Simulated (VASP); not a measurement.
## W12O: single point with PBE

W12O, a slab with vacuum:

```xyz
13
Lattice="5.5141 0.0000 0.0000 -1.8380 5.1987 0.0000 0.0000 0.0000 21.3560" Properties=species:S:1:pos:R:3 pbc="T T T"
W     0.9190    1.2997    4.0000
W     0.0000    3.8990    4.0000
W     3.6761    1.2997    4.0000
W     2.7570    3.8990    4.0000
W     0.0000    0.0000    6.1780
W    -0.9190    2.5994    6.1780
W     2.7570    0.0000    6.1780
W     1.8380    2.5994    6.1780
W     0.9190    1.2997    8.3560
W     0.0000    3.8990    8.3560
W     3.6761    1.2997    8.3560
W     2.7570    3.8990    8.3560
O     1.2254    1.7329   11.1860
```

| Quantity | Value |
| --- | --- |
| Program | VASP 6.6.1 |
| Task | single point |
| Functional | PBE |
| Potentials or basis | VASP PAW PBE potentials, release 64 (W_sv, O) |
| Cutoff | 520 eV |
| k mesh | 5 × 5 × 1 |
| Occupations | gaussian, width 0.1 eV |
| Spin | no spin polarisation |
| Dipole correction | yes |
| Further INCAR settings | ALGO = Normal; EDIFF = 1e-07; NBANDS = 99 |

- Largest force: 3.195 eV/Å
- Band gap on the k mesh: zero (bands 87 and 88 overlap by 1.15 eV)

Forces on the atoms (eV/Å):
```
W   -0.009 -0.013  0.045
W   -0.035  0.025 -0.125
W    0.036 -0.024 -0.125
W    0.025  0.036  0.031
W   -0.066 -0.094 -0.189
W   -0.001 -0.048  0.031
W   -0.046 -0.017  0.031
W    0.079  0.112 -0.191
W    0.121  0.171  3.055
W   -0.011  0.003  0.353
W    0.007 -0.009  0.353
W    0.000  0.000 -0.080
O   -0.101 -0.142 -3.190
```

Levels at points of the mesh, in eV from the Fermi level:
```tsv
k point	band 84	band 85	band 86	band 87	band 88	band 89	band 90	band 91
(0.00, 0.00, 0.00)	0.12	0.28	0.52	0.79	1.19	1.45	1.54	1.57
```

Run time: 24 min on 1 thread of AMD EPYC 9R45 96-Core Processor (Zen 5), with other jobs on the host, peak memory 0.79 GiB.

Caveat: spin-orbit coupling is left out, which moves the levels of the heavy elements.
